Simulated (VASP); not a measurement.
# Zn: relaxation of cell and atoms with PBEsol

The system is Zn.

```xyz
1
Lattice="0.0000 1.9648 1.9648 1.9648 0.0000 1.9648 1.9648 1.9648 0.0000" Properties=species:S:1:pos:R:3 pbc="T T T"
Zn    0.0000    0.0000    0.0000
```

- Program: VASP 6.6.1
- Task: relaxation of cell and atoms
- Functional: PBEsol
- Potentials or basis: VASP PAW PBE potentials, release 64 (Zn)
- Cutoff: 600 eV
- k mesh: 12 × 12 × 12
- Occupations: fermi-dirac, width 0.05 eV
- Spin: no spin polarisation
- Target pressure: 30 GPa
- Dipole correction: no
- Further INCAR settings: ALGO = Normal; EDIFF = 1e-06; IBRION = 2; EDIFFG = -0.005; NSW = 80; ISIF = 3

The relaxed volume is 11.59 Å³/atom and the relaxed cell is a = 2.540 Å, b = 2.540 Å, c = 2.540 Å, α = 60.00°, β = 60.00°, γ = 60.00°. The space group after relaxing (to 0.05 Å) is Fm-3m (No. 225) and the energy change on relaxing (the enthalpy is what falls) is +178.9 meV/atom. The ionic steps are 7, the pressure after relaxing is 30.0 GPa and the band gap on the k mesh is zero (band 6 reaches 7.57 eV, above the bottom of band 7 at 4.27 eV).

Step by step:
| step | energy change (eV) | largest force (eV/Å) | pressure (GPa) | volume (Å³) |
| --- | --- | --- | --- | --- |
| 1 | 0.0000 | 0.0000 | -4.92 | 15.17 |
| 2 | 1.2824 | 0.0000 | 126.24 | 9.01 |
| 3 | 0.1521 | 0.0000 | 27.08 | 11.74 |
| 4 | 0.1720 | 0.0000 | 29.36 | 11.62 |
| 5 | 0.1840 | 0.0000 | 30.60 | 11.56 |
| 6 | 0.1718 | 0.0000 | 29.31 | 11.62 |
| 7 | 0.1789 | 0.0000 | 30.05 | 11.59 |

Final structure:
```
Zn
1.0
     0.00000    1.79594    1.79594
     1.79594    0.00000    1.79594
     1.79594    1.79594    0.00000
Zn
1
Direct
  0.00000 0.00000 0.00000
```

Levels at points of the mesh, in eV from the Fermi level:
| k point | band 2 | band 3 | band 4 | band 5 | band 6 | band 7 | band 8 | band 9 | band 10 |
| --- | --- | --- | --- | --- | --- | --- | --- | --- | --- |
| (0.00, 0.00, 0.00) | -8.71 | -8.71 | -8.71 | -8.08 | -8.08 | 20.78 | 22.03 | 22.03 | 22.03 |
| (0.50, 0.00, 0.00) | -8.73 | -8.73 | -7.63 | -7.63 | -4.43 | -1.06 | 18.47 | 18.47 | 19.10 |
| (0.50, 0.50, 0.00) | -9.75 | -7.65 | -7.51 | -7.51 | -2.00 | 2.60 | 9.65 | 9.65 | 13.81 |

Wall time 17 s on 1 thread of Intel(R) Xeon(R) 6975P-C (Granite Rapids), on a shared host, peak memory 0.15 GiB.

Caveat: the cell is relaxed towards a set pressure, so the enthalpy falls and the energy may rise; the volume moved by over 15 % at a fixed basis, so the end points are rough; the PAW data sets were made with another functional, which shifts forces and pressure a little.
